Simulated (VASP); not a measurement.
# Te (P3_121) in VASP: single point with PBE

Aim: the single point of Te with PBE.

Program: VASP 6.6.1. These are calculated values, not measurements. Logs are shortened: lines on timing, memory, paths and dates and some standing lists are left out, and cuts for length are marked.

### Step 1. The cell of the first run

It takes space group P3_121 (No. 152, trigonal). Conventional cell: a = 4.471 Å, b = 4.471 Å, c = 5.949 Å, α = 90.00°, β = 90.00°, γ = 120.00°. Within 3.8 Å of Te (site symmetry 2) lie 6 Te at 2.85 to 3.50 Å.

### Step 2. Single point, PBE

The input, INCAR:

```
PREC = Accurate
ENCUT = 520
EDIFF = 1E-7
ISMEAR = 0
SIGMA = 0.01
LREAL = F
LASPH = T
NELM = 100
ALGO = Normal
ISIF = 2
LWAVE = F
LCHARG = T
GGA = PE
LELF = T
LVHAR = T
NBANDS = 16
```

The input, KPOINTS:

```
Automatic mesh
0
Gamma
  6 6 4
```

The input, POSCAR:

```
Te
1.0
    4.4712577277      0.0000000000      0.0000000000
   -2.2356288639      3.8722227790      0.0000000000
    0.0000000000      0.0000000000      5.9487470110
Te
3
Direct
    0.2641920669      0.0000000000      0.3333333333
    0.0000000000      0.2641920669      0.6666666667
    0.7358079331      0.7358079331      0.0000000000
```

Potentials or basis: VASP PAW PBE potentials, release 64 (Te).

Launch:

```sh
> cat potpaw_PBE.64/Te/POTCAR > POTCAR
> mpirun -np 1 vasp_std > vasp.out
```

OUTCAR:

```text
PREC = Accurate
   ENCUT = 520
   EDIFF = 1E-7
   ISMEAR = 0
   LREAL = F
   LASPH = T
   NELM = 100
   ISIF = 2
   GGA = PE

 ion  position               nearest neighbor table
   1  0.264  0.000  0.333-   3 2.85   2 2.85   3 3.50   3 3.50   2 3.50   2 3.50
   2  0.000  0.264  0.667-   3 2.85   1 2.85   3 3.50   3 3.50   1 3.50   1 3.50
   3  0.736  0.736  0.000-   2 2.85   1 2.85   1 3.50   2 3.50   2 3.50   1 3.50

  LATTYP: Found a hexagonal cell.
 ALAT       =     4.4712577277
 C/A-ratio  =     1.3304415387

  Lattice vectors:

 A1 = (   4.4712577277,   0.0000000000,   0.0000000000)
 A2 = (  -2.2356288639,   3.8722227790,   0.0000000000)
 A3 = (   0.0000000000,   0.0000000000,   5.9487470110)

Analysis of symmetry for initial positions (statically):
=====================================================================
 Subroutine PRICEL returns:
 Original cell was already a primitive cell.

 Routine SETGRP: Setting up the symmetry group for a
 hexagonal supercell.

 Subroutine GETGRP returns: Found  6 space group operations
 (whereof  2 operations were pure point group operations)
 out of a pool of 24 trial point group operations.

The static configuration has the point symmetry C_2 .
 The point group associated with its full space group is D_3 .

Analysis of symmetry for dynamics (positions and initial velocities):
=====================================================================
 Subroutine PRICEL returns:
 Original cell was already a primitive cell.

 Routine SETGRP: Setting up the symmetry group for a
 hexagonal supercell.

 Subroutine GETGRP returns: Found  6 space group operations
 (whereof  2 operations were pure point group operations)
 out of a pool of 24 trial point group operations.

The dynamic configuration has the point symmetry C_2 .
 The point group associated with its full space group is D_3 .

 Subroutine INISYM returns: Found  6 space group operations
 (whereof  2 operations are pure point group operations),
 and found     1 'primitive' translations

----------------------------------------------------------------------------------------

                                     Primitive cell

  volume of cell :     102.9949

  direct lattice vectors                    reciprocal lattice vectors
     4.471257728  0.000000000  0.000000000     0.223650718  0.129124802  0.000000000
    -2.235628864  3.872222779  0.000000000     0.000000000  0.258249604  0.000000000
     0.000000000  0.000000000  5.948747011     0.000000000  0.000000000  0.168102627

  length of vectors
     4.471257728  4.471257728  5.948747011     0.258249604  0.258249604  0.168102627

  position of ions in fractional coordinates (direct lattice)
     0.264192067  0.000000000  0.333333333
     0.000000000  0.264192067  0.666666667
     0.735807933  0.735807933  0.000000000

  ion indices of the primitive-cell ions
   primitive index   ion index
                 1           1
                 2           2
                 3           3

----------------------------------------------------------------------------------------

 KPOINTS: Automatic mesh

Automatic generation of k-mesh.
 Grid dimensions read from file:
 generate k-points for:    6    6    4

 Generating k-lattice:

  Cartesian coordinates                     Fractional coordinates (reciprocal lattice)
     0.037275120  0.021520800  0.000000000     0.166666667 -0.000000000  0.000000000
     0.000000000  0.043041601  0.000000000     0.000000000  0.166666667  0.000000000
     0.000000000  0.000000000  0.042025657     0.000000000  0.000000000  0.250000000

  Length of vectors
     0.043041601  0.043041601  0.042025657

  Shift w.r.t. Gamma in fractional coordinates (k-lattice)
     0.000000000  0.000000000  0.000000000

 Subroutine IBZKPT returns following result:
 ===========================================

 Found     24 irreducible k-points:

 Following reciprocal coordinates:
            Coordinates               Weight
  0.000000  0.000000  0.000000      1.000000
  0.166667 -0.000000  0.000000      6.000000
  0.333333 -0.000000  0.000000      6.000000
  0.500000 -0.000000  0.000000      3.000000
  0.166667  0.166667  0.000000      6.000000
  0.333333  0.166667  0.000000     12.000000
[... 16 lines left out ...]
  0.333333  0.166667  0.500000     12.000000
  0.333333  0.333333  0.500000      2.000000
   k-points           NKPTS =     24   k-points in BZ     NKDIM =     24   number of bands    NBANDS=     16
   number of dos      NEDOS =    301   number of ions     NIONS =      3
   total plane-waves  NPLWV =  62208
   dimension x,y,z NGX =    36 NGY =   36 NGZ =   48
   dimension x,y,z NGXF=    72 NGYF=   72 NGZF=   96
   ions per type =               3
   NGX,Y,Z   is equivalent  to a cutoff of  13.39, 13.39, 13.41 a.u.
   NGXF,Y,Z  is equivalent  to a cutoff of  26.77, 26.77, 26.83 a.u.
 SYSTEM =  unknown system
   PREC   = accura    normal or accurate (medium, high low for compatibility)
   ISTART =      0    job   : 0-new  1-cont  2-samecut
   ICHARG =      2    charge: 1-file 2-atom 10-const
   ISPIN  =      1    spin polarized calculation?
   LNONCOLLINEAR =      F non collinear calculations
   LSORBIT =      F    spin-orbit coupling
   LASPH  =      T    aspherical Exc in radial PAW
   ENCUT  =  520.0 eV  38.22 Ry    6.18 a.u.   8.31  8.31 11.06*2*pi/ulx,y,z
   NELM   =    100;   NELMIN=  2; NELMDL= -5     # of ELM steps
   EDIFF  = 0.1E-06   stopping-criterion for ELM
   LREAL  =      F    real-space projection
   EDIFFG = 0.1E-05   stopping-criterion for IOM
   NSW    =      0    number of steps for IOM
   IBRION =     -1    ionic relax: 0-MD 1-quasi-New 2-CG
   NFREE  =      0    steps in history (QN), initial steepest desc. (CG)
   ISIF   =      2    stress and relaxation
   ISYM   =      2    0-nonsym 1-usesym 2-fastsym
   POTIM  = 0.5000    time-step for ionic-motion
   TEBEG  =    0.0;   TEEND  =   0.0 temperature during run
   PSTRESS=    0.0 pullay stress
   NELECT =      18.0000    total number of electrons
   NUPDOWN=      -1.0000    fix difference up-down
   EMIN   =  10.00;   EMAX   =-10.00  energy-range for DOS
   EFERMI =   0.00;   METHOD = LEGACY
   ISMEAR =     0;   SIGMA  =   0.01  broadening in eV -4-tet -1-fermi 0-gaus
   EFERMI_NEDOS =   21; number of points for ismear=-14 and -15
   IALGO  =     38    algorithm
   IMIX   =      4    mixing-type and parameters
     AMIX     =   0.40;   BMIX     =  1.00
     AMIX_MAG =   1.60;   BMIX_MAG =  1.00
  volume/ion in A,a.u.               =      34.33       231.68
  Fermi-wavevector in a.u.,A,eV,Ry     =   0.915294  1.729654 11.398452  0.837763
  Thomas-Fermi vector in A             =   2.040019
   LORBIT       =      0    0 simple, 1 ext, 2 COOP (PROOUT), +10 PAW based schemes
   GGA     = PE    functional components
   LHFCALC =     F    Hartree Fock is set to
   AEXX    =    0.0000 exact exchange contribution
   IVDW    =     0    specifies the selected vdW correction
   LEPSILON=     F    determine dielectric tensor
   LRPA    =     F    only Hartree local field effects (RPA)
 non-spin polarized calculation
 Gauss-broadening in eV      SIGMA  =   0.01
  energy-cutoff  :      520.00
  volume of cell :      102.99
 maximum number of plane-waves:      2854
 NGX is ok and might be reduce to    36
   NGX = 17   NGY = 17   NGZ = 23

 number of electron      17.9999997 magnetization

 Free energy of the ion-electron system (eV)
  ---------------------------------------------------
  ext. energy  EPLUGINS =         0.00000000
  ---------------------------------------------------
  free energy    TOTEN  =        -9.41109016 eV

  energy without entropy =       -9.41109016  energy(sigma->0) =       -9.41109016

 E-fermi :   5.8662     XC(G=0):  -9.0114

 val. band max:        5.7849542459   @ k =   0.3333   0.3333   0.5000
 cond. band min:       5.9466195863   @ k =   0.3333   0.3333   0.5000
 fundamental gap:      0.1616653404
 Fermi energy:         5.8661595506

 k-point     1 :       0.0000    0.0000    0.0000
  band No.  band energies     occupation
      1      -7.7748      2.00000
      2      -4.4947      2.00000
      3      -4.4947      2.00000
      4       2.7554      2.00000
      5       3.0279      2.00000
      6       3.0279      2.00000
[... 8 lines left out ...]
     15      11.7014      0.00000
     16      12.1287      0.00000

 k-point     2 :       0.1667   -0.0000    0.0000
  band No.  band energies     occupation
      1      -7.5970      2.00000
      2      -4.5593      2.00000
      3      -4.4448      2.00000
      4       1.7291      2.00000
      5       2.3477      2.00000
      6       2.7294      2.00000
[... 8 lines left out ...]
     15      11.9488      0.00000
     16      12.3287      0.00000

 k-point     3 :       0.3333   -0.0000    0.0000
  band No.  band energies     occupation
      1      -7.1363      2.00000
      2      -4.8657      2.00000
      3      -4.3323      2.00000
      4       1.0074      2.00000
      5       1.6422      2.00000
      6       2.2728      2.00000
[... 8 lines left out ...]
     15      12.8606      0.00000
     16      13.5906      0.00000

 k-point     4 :       0.5000   -0.0000    0.0000
  band No.  band energies     occupation
      1      -6.7907      2.00000
      2      -5.1770      2.00000
      3      -4.2697      2.00000
      4       0.9742      2.00000
      5       1.4244      2.00000
      6       2.3022      2.00000
[... 8 lines left out ...]
     15      14.4210      0.00000
     16      14.6887      0.00000

 k-point     5 :       0.1667    0.1667    0.0000
  band No.  band energies     occupation
      1      -7.2733      2.00000
      2      -4.6904      2.00000
      3      -4.4337      2.00000
      4       1.2303      2.00000
      5       1.4750      2.00000
      6       2.8045      2.00000
[... 8 lines left out ...]
     15      12.5357      0.00000
     16      13.3457      0.00000

 k-point     6 :       0.3333    0.1667    0.0000
  band No.  band energies     occupation
      1      -6.8163      2.00000
      2      -4.9948      2.00000
      3      -4.4542      2.00000
      4       1.0819      2.00000
      5       1.3280      2.00000
      6       2.4104      2.00000
[... 8 lines left out ...]
     15      13.5777      0.00000
     16      13.9603      0.00000

 k-point     7 :       0.3333    0.3333    0.0000
  band No.  band energies     occupation
      1      -6.6247      2.00000
      2      -4.8205      2.00000
      3      -4.8205      2.00000
      4       1.3159      2.00000
      5       1.3159      2.00000
      6       2.7773      2.00000
[... 8 lines left out ...]
     15      11.6931      0.00000
     16      14.2768      0.00000

 k-point     8 :       0.0000    0.0000    0.2500
  band No.  band energies     occupation
      1      -7.5509      2.00000
      2      -5.8385      2.00000
      3      -3.1146      2.00000
      4       2.3038      2.00000
      5       2.8854      2.00000
      6       3.3156      2.00000
[... 8 lines left out ...]
     15      11.7434      0.00000
     16      11.8566      0.00000

 k-point     9 :       0.1667   -0.0000    0.2500
  band No.  band energies     occupation
      1      -7.3814      2.00000
      2      -5.7290      2.00000
      3      -3.3484      2.00000
      4       1.8501      2.00000
      5       2.5416      2.00000
      6       3.0369      2.00000
[... 8 lines left out ...]
     15      11.3956      0.00000
     16      11.9717      0.00000
[... 172 lines left out ...]
 k-point    19 :       0.1667   -0.0000    0.5000
  band No.  band energies     occupation
      1      -6.7607      2.00000
      2      -6.7226      2.00000
      3      -2.7752      2.00000
      4       1.6663      2.00000
      5       2.6923      2.00000
      6       2.9314      2.00000
[... 8 lines left out ...]
     15      11.7173      0.00000
     16      12.5218      0.00000

 k-point    20 :       0.3333   -0.0000    0.5000
  band No.  band energies     occupation
      1      -6.4670      2.00000
      2      -6.2824      2.00000
      3      -3.5809      2.00000
      4       0.7590      2.00000
      5       2.1403      2.00000
      6       2.4578      2.00000
[... 8 lines left out ...]
     15      12.6098      0.00000
     16      12.9693      0.00000

 k-point    21 :       0.5000   -0.0000    0.5000
  band No.  band energies     occupation
      1      -6.2983      2.00000
      2      -5.9485      2.00000
      3      -4.0818      2.00000
      4       0.1994      2.00000
      5       2.1219      2.00000
      6       2.1836      2.00000
[... 8 lines left out ...]
     15      13.8095      0.00000
     16      13.9492      0.00000

 k-point    22 :       0.1667    0.1667    0.5000
  band No.  band energies     occupation
      1      -6.5286      2.00000
      2      -6.4324      2.00000
      3      -3.3468      2.00000
      4       1.2120      2.00000
      5       1.9960      2.00000
      6       2.1355      2.00000
[... 8 lines left out ...]
     15      12.3275      0.00000
     16      12.5931      0.00000

 k-point    23 :       0.3333    0.1667    0.5000
  band No.  band energies     occupation
      1      -6.2487      2.00000
      2      -6.0351      2.00000
      3      -3.9963      2.00000
      4       0.4825      2.00000
      5       1.4208      2.00000
      6       1.5820      2.00000
[... 8 lines left out ...]
     15      12.5778      0.00000
     16      13.2927      0.00000

 k-point    24 :       0.3333    0.3333    0.5000
  band No.  band energies     occupation
      1      -6.0150      2.00000
      2      -6.0150      2.00000
      3      -4.1794      2.00000
      4       0.6694      2.00000
      5       0.8792      2.00000
      6       0.8792      2.00000
[... 8 lines left out ...]
     15      12.3078      0.00000
     16      12.8066      0.00000

------------------------ aborting loop because EDIFF is reached ----------------------------------------

  FORCE on cell =-STRESS in cart. coord.  units (eV):
  Direction    XX          YY          ZZ          XY          YZ          ZX
  --------------------------------------------------------------------------------------
  -------------------------------------------------------------------------------------
  Total        0.8560985      0.8560985      1.0175767     -0.0000000      0.0000000     -0.0000000
  in kB       13.3173795     13.3173795     15.8293182     -0.0000000      0.0000000     -0.0000000
  external PRESSURE =      14.1546924 kB  Pullay stress =       0.0000000 kB

 VOLUME and BASIS-vectors are now :
 -----------------------------------------------------------------------------
  energy-cutoff  :      520.00
  volume of cell :      102.99
      direct lattice vectors                 reciprocal lattice vectors
     4.471257728  0.000000000  0.000000000     0.223650718  0.129124802  0.000000000
    -2.235628864  3.872222779  0.000000000     0.000000000  0.258249604  0.000000000
     0.000000000  0.000000000  5.948747011     0.000000000  0.000000000  0.168102627

 POSITION                                       TOTAL-FORCE (eV/Angst)
 -----------------------------------------------------------------------------------
      1.18127      0.00000      1.98292         0.228763     -0.000000      0.000000
     -0.59064      1.02301      3.96583        -0.114381      0.198115      0.000000
      1.64499      2.84921      0.00000        -0.114381     -0.198115      0.000000
 -----------------------------------------------------------------------------------
    total drift:                                0.000000     -0.000000      0.000000

  FREE ENERGIE OF THE ION-ELECTRON SYSTEM (eV)
  ---------------------------------------------------
  free  energy   TOTEN  =        -9.4110901626 eV

  energy  without entropy=       -9.4110901626  energy(sigma->0) =       -9.41109016
```

It took 65 s on 1 thread of AMD EPYC 7R13, shared host; peak memory 0.21 GiB.

Results:

```
Free energy            : -9.4111 eV
Pressure               : 1.4 GPa
Largest force          : 0.229 eV/Å
Band gap on the k mesh : 0.16 eV
```

Forces on the atoms (eV/Å):
```
Te   0.229  0.000  0.000
Te  -0.114  0.198  0.000
Te  -0.114 -0.198  0.000
```

Levels at points of the mesh, in eV from the valence-band top:
```csv
k point,band 6,band 7,band 8,band 9,band 10,band 11,band 12,band 13
"(0.00, 0.00, 0.00)",-2.76,-1.62,-1.62,-0.73,1.03,1.03,1.66,4.98
"(0.50, 0.00, 0.00)",-3.48,-3.42,-1.07,-0.82,0.93,1.03,3.07,3.72
"(0.00, 0.00, 0.50)",-2.62,-1.30,-1.02,-1.02,0.55,0.60,0.60,4.06
"(0.50, 0.00, 0.50)",-3.60,-2.35,-2.02,-0.20,0.78,1.94,2.56,4.58
```

Caveat: spin-orbit coupling is left out, which moves the levels of the heavy elements. A k mesh can miss the band edges.
